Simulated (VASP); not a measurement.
Input of a VASP 6.6.1 run:

INCAR

```
SYSTEM = Pt
ALGO = Normal ; EDIFF = 1E-6
ENCUT = 520 ; ISIF = 2
ISMEAR = -1 ; LASPH = .True.
LCHARG = .False. ; LREAL = .False.
LWAVE = .False. ; NBANDS = 17
NELM = 60 ; PREC = Accurate
SIGMA = 0.05
```

KPOINTS

```
k-points
0
Gamma
  11 11 6
  0 0 0
```

POSCAR

```
Pt
1.0
    2.7789487024      0.0000000000      0.0000000000
   -1.3894743512      2.4066401720      0.0000000000
    0.0000000000      0.0000000000      4.8238709117
Pt
2
Direct
    0.3333333333      0.6666666667      0.2500000000
    0.6666666667      0.3333333333      0.7500000000
```

Potentials or basis: VASP PAW LDA potentials, release 64 (Pt).

The run is started by

```console
$ cat potpaw_LDA.64/Pt/POTCAR > POTCAR
$ mpirun -np 1 vasp_std > vasp.out
```

(1) Predict the band gap on the k mesh.

(2) What does it give for the pressure?

Results:

(1) zero (band 10 reaches 10.23 eV, above the bottom of band 11 at 9.09 eV).

(2) -19.1 GPa.

Caveat: spin-orbit coupling is left out, which moves the levels of the heavy elements.
